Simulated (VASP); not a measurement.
Input of a VASP 6.6.1 run:

INCAR

```
PREC     = Accurate       # precision mode
ENCUT    = 520            # plane-wave cutoff, eV
EDIFF    = 1E-7           # SCF threshold, eV
ISMEAR   = 0              # smearing method
SIGMA    = 0.01           # smearing width, eV
LREAL    = False          # projectors in reciprocal space
LASPH    = True           # aspherical terms in the spheres
NELM     = 60             # most SCF steps
ALGO     = Normal         # electronic algorithm
ISIF     = 2              # what is computed and relaxed
LWAVE    = False          # write WAVECAR
LCHARG   = False          # write CHGCAR
NBANDS   = 16             # bands
```

File KPOINTS:

```
Automatic mesh
0
Gamma
  6 6 6
```

POSCAR

```
CuI
1.0
    2.9016788446      2.9016788446      0.0000000000
   -2.9016788446      2.9016788446      0.0000000000
    0.0000000000      2.9016788446      2.9728395587
Cu I
1 1
Direct
    0.7500000000      0.2500000000      0.5000000000
    0.0000000000      0.0000000000      0.0000000000
```

Potentials or basis: VASP PAW LDA potentials, release 64 (Cu, I).

Command:

```console
$ cat potpaw_LDA.64/Cu/POTCAR potpaw_LDA.64/I/POTCAR > POTCAR
$ mpirun -np 1 vasp_std > vasp.out
```

Q: Predict the band gap on the k mesh.

A: 1.28 eV, direct.

Q: Estimate the pressure.

A: 0.5 GPa.

Stress tensor (GPa, compression positive):
```
0.64 0.00 0.00
0.00 0.64 0.00
0.00 0.00 0.11
```

Caveat: the cell differs from its parent crystal (in-plane strain -0.01, then relaxed in part); spin-orbit coupling is left out, which moves the levels of the heavy elements.
